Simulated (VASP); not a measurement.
# RbSi2 (P4/mmm) in VASP: single point with PBE+D3(BJ)

Aim: the single point of RbSi2 with PBE+D3(BJ).

All numbers are computed with VASP 6.6.1; they aren't measurements. Logs are shortened: lines on timing, memory, paths and dates and some standing lists are left out, and cuts for length are marked.

## Step 1: The cell of the first run

It takes space group P4/mmm (No. 123, tetragonal). Conventional cell: a = 4.966 Å, b = 4.966 Å, c = 4.455 Å, α = 90.00°, β = 90.00°, γ = 90.00°. Within 5.0 Å of Rb (site symmetry 4/mmm) lie 16 Si at 3.68 to 4.85 Å and 6 Rb at 4.46 to 4.97 Å. Si (site symmetry 4mm) has 2 Si at 2.22 to 2.24 Å within 2.9 Å.

## Step 2: Single point, PBE+D3(BJ)

Contents of POSCAR:

```
RbSi2
1.0
    4.9658610281      0.0000000000      0.0000000000
    0.0000000000      4.9658610281      0.0000000000
    0.0000000000      0.0000000000      4.4550650684
Rb Si
1 2
Direct
    0.0000000000      0.0000000000      0.0000000000
    0.5000000000      0.5000000000      0.7509752295
    0.5000000000      0.5000000000      0.2490247705
```

Contents of INCAR.step1:

```
ALGO     = Normal         # electronic algorithm
EDIFF    = 1E-6           # SCF threshold, eV
ENCUT    = 400            # plane-wave cutoff, eV
GGA      = PE             # functional
GGA_COMPAT= False        
ISIF     = 2              # what is computed and relaxed
ISMEAR   = 0              # smearing method
IVDW     = 12             # dispersion correction
LASPH    = True           # aspherical terms in the spheres
LCHARG   = True           # write CHGCAR
LORBIT   = 11             # projections on sites
LREAL    = False          # projectors in reciprocal space
LWAVE    = False          # write WAVECAR
NBANDS   = 16             # bands
NEDOS    = 2001           # points of the DOS
NELM     = 120            # most SCF steps
PREC     = Accurate       # precision mode
SIGMA    = 0.1            # smearing width, eV
```

Contents of KPOINTS.step1:

```
k-points
0
Gamma
  10 10 10
```

Contents of INCAR.step2:

```
ALGO     = Normal         # electronic algorithm
EDIFF    = 1E-6           # SCF threshold, eV
ENCUT    = 400            # plane-wave cutoff, eV
GGA      = PE             # functional
GGA_COMPAT= False        
ICHARG   = 11             # starting density
ISIF     = 2              # what is computed and relaxed
ISMEAR   = -5             # smearing method
IVDW     = 12             # dispersion correction
LASPH    = True           # aspherical terms in the spheres
LCHARG   = False          # write CHGCAR
LORBIT   = 11             # projections on sites
LREAL    = False          # projectors in reciprocal space
LWAVE    = False          # write WAVECAR
NEDOS    = 1001           # points of the DOS
NELM     = 120            # most SCF steps
PREC     = Accurate       # precision mode
SIGMA    = 0.1            # smearing width, eV
```

Contents of KPOINTS.step2:

```
k-points
0
Gamma
  15 15 15
```

Potentials or basis: VASP PAW PBE potentials, release 64 (Rb_sv, Si).

The run is started by

```sh
> cat potpaw_PBE.64/Rb_sv/POTCAR potpaw_PBE.64/Si/POTCAR > POTCAR
> cp INCAR.step1 INCAR
> cp KPOINTS.step1 KPOINTS
> mpirun -np 1 vasp_std > vasp.out
> cp INCAR.step2 INCAR
> cp KPOINTS.step2 KPOINTS
> mpirun -np 1 vasp_std > vasp.out
```

OUTCAR:

```text
EDIFF = 1E-6
   ENCUT = 400
   GGA = PE
   ICHARG = 11
   ISIF = 2
   ISMEAR = -5
   IVDW = 12
   LASPH = True
   LORBIT = 11
   LREAL = False
   NELM = 120
   PREC = Accurate
 IVDW          = 12

 ion  position               nearest neighbor table
   1  0.000  0.000  0.000-   2 3.68   3 3.68   2 3.68   3 3.68   2 3.68   3 3.68   2 3.68   3 3.68

   2  0.500  0.500  0.751-   3 2.22   3 2.24   1 3.68   1 3.68   1 3.68   1 3.68
   3  0.500  0.500  0.249-   2 2.22   2 2.24   1 3.68   1 3.68   1 3.68   1 3.68

  LATTYP: Found a simple tetragonal cell.
 ALAT       =     4.9658610281
 C/A-ratio  =     0.8971384908

  Lattice vectors:

 A1 = (   4.9658610281,   0.0000000000,   0.0000000000)
 A2 = (   0.0000000000,   4.9658610281,   0.0000000000)
 A3 = (   0.0000000000,   0.0000000000,   4.4550650684)

Analysis of symmetry for initial positions (statically):
=====================================================================
 Subroutine PRICEL returns:
 Original cell was already a primitive cell.

 Routine SETGRP: Setting up the symmetry group for a
 simple tetragonal supercell.

 Subroutine GETGRP returns: Found 16 space group operations
 (whereof 16 operations were pure point group operations)
 out of a pool of 16 trial point group operations.

The static configuration has the point symmetry D_4h.

Analysis of symmetry for dynamics (positions and initial velocities):
=====================================================================
 Subroutine PRICEL returns:
 Original cell was already a primitive cell.

 Routine SETGRP: Setting up the symmetry group for a
 simple tetragonal supercell.

 Subroutine GETGRP returns: Found 16 space group operations
 (whereof 16 operations were pure point group operations)
 out of a pool of 16 trial point group operations.

The dynamic configuration has the point symmetry D_4h.

 Subroutine INISYM returns: Found 16 space group operations
 (whereof 16 operations are pure point group operations),
 and found     1 'primitive' translations

----------------------------------------------------------------------------------------

                                     Primitive cell

  volume of cell :     109.8609

  direct lattice vectors                    reciprocal lattice vectors
     4.965861028  0.000000000  0.000000000     0.201374947  0.000000000  0.000000000
     0.000000000  4.965861028  0.000000000     0.000000000  0.201374947  0.000000000
     0.000000000  0.000000000  4.455065068     0.000000000  0.000000000  0.224463613

  length of vectors
     4.965861028  4.965861028  4.455065068     0.201374947  0.201374947  0.224463613

  position of ions in fractional coordinates (direct lattice)
[... 105 lines left out ...]
  Fermi-wavevector in a.u.,A,eV,Ry     =   0.878908  1.660895 10.510218  0.772479
  Thomas-Fermi vector in A             =   1.999059
   LORBIT       =     11    0 simple, 1 ext, 2 COOP (PROOUT), +10 PAW based schemes
   GGA     = PE    functional components
   LHFCALC =     F    Hartree Fock is set to
   AEXX    =    0.0000 exact exchange contribution
   IVDW    =    12    specifies the selected vdW correction
   LEPSILON=     F    determine dielectric tensor
   LRPA    =     F    only Hartree local field effects (RPA)
 non-spin polarized calculation
 Fermi weights with tetrahedron method with Bloechl corrections
  energy-cutoff  :      400.00
  volume of cell :      109.86
 maximum number of plane-waves:      2028

 number of electron      17.0000001 magnetization

 Free energy of the ion-electron system (eV)
  ---------------------------------------------------
  ext. energy  EPLUGINS =         0.00000000
  ---------------------------------------------------
  free energy    TOTEN  =       -10.06270152 eV

  energy without entropy =      -10.06270152  energy(sigma->0) =      -10.06270152

 E-fermi :   1.4502     XC(G=0):  -7.3850

 val. band max:        1.4374833868   @ k =   0.4000   0.0000   0.4000
 cond. band min:       1.4233324697   @ k =   0.2000   0.0000   0.4667
 fundamental gap:     -0.0141509171
 Fermi energy:         1.4502153859

 k-point     1 :       0.0000    0.0000    0.0000
  band No.  band energies     occupation
      1     -25.6749      2.00000
      2      -9.7918      2.00000
      3      -9.7550      2.00000
      4      -9.7550      2.00000
      5      -8.2334      2.00000
      6      -2.2036      2.00000
      7      -0.1398      2.00000
      8       0.0458      2.00000
      9       0.0458      2.00000
     10       3.0384      0.00000
     11       3.9331      0.00000
     12       5.6129      0.00000
[... 331 lines left out ...]
 k-point    24 :       0.3333    0.2000    0.0000
  band No.  band energies     occupation
      1     -25.6727      2.00000
      2      -9.8860      2.00000
      3      -9.7835      2.00000
      4      -9.7786      2.00000
      5      -8.0004      2.00000
      6      -2.1311      2.00000
      7      -0.9118      2.00000
      8      -0.3526      2.00000
      9      -0.0758      2.00000
     10       4.3679      0.00000
     11       5.1096      0.00000
     12       5.6344      0.00000

 [... further k-points ...]

------------------------ aborting loop because EDIFF is reached ----------------------------------------

 Edisp (eV)   -0.57136

 E8    (eV) :    -0.2729

  FORCE on cell =-STRESS in cart. coord.  units (eV):
  Direction    XX          YY          ZZ          XY          YZ          ZX
  --------------------------------------------------------------------------------------
  -------------------------------------------------------------------------------------
  Total       0.26353     0.26353     0.68249     0.00000    -0.00000    -0.00000
  in kB       3.84318     3.84318     9.95315     0.00000    -0.00000    -0.00000
  external pressure =        5.88 kB  Pullay stress =        0.00 kB

 VOLUME and BASIS-vectors are now :
 -----------------------------------------------------------------------------
  energy-cutoff  :      400.00
  volume of cell :      109.86
      direct lattice vectors                 reciprocal lattice vectors
     4.965861028  0.000000000  0.000000000     0.201374947  0.000000000  0.000000000
     0.000000000  4.965861028  0.000000000     0.000000000  0.201374947  0.000000000
     0.000000000  0.000000000  4.455065068     0.000000000  0.000000000  0.224463613

 POSITION                                       TOTAL-FORCE (eV/Angst)
 -----------------------------------------------------------------------------------
      0.00000      0.00000      0.00000         0.000000      0.000000      0.000000
      2.48293      2.48293      3.34564         0.000000      0.000000     -0.033540
      2.48293      2.48293      1.10942         0.000000     -0.000000      0.033540
 -----------------------------------------------------------------------------------
    total drift:                                0.000000     -0.000000     -0.000000

  FREE ENERGIE OF THE ION-ELECTRON SYSTEM (eV)
  ---------------------------------------------------
  free  energy   TOTEN  =       -10.6340633057 eV

  energy  without entropy=      -10.6340633057  energy(sigma->0) =      -10.63406331

 total charge

# of ion       s       p       d       tot
------------------------------------------
    1        1.944   5.345   0.025   7.314
    2        0.834   0.825   0.000   1.660
    3        0.834   0.825   0.000   1.660
--------------------------------------------------
tot          3.613   6.996   0.025  10.634
```

Run time: 4.9 min. Hardware: 1 thread of Intel Xeon 8259CL, shared host; peak memory 0.38 GiB.

Results:

| Property | Result |
| --- | --- |
| Valence electrons inside the program's atomic spheres | Rb 7.31; Si 1.66 |
| Dispersion energy per atom | -0.190 eV |

Caveat: tetrahedron occupations give inexact forces and stress in metals.
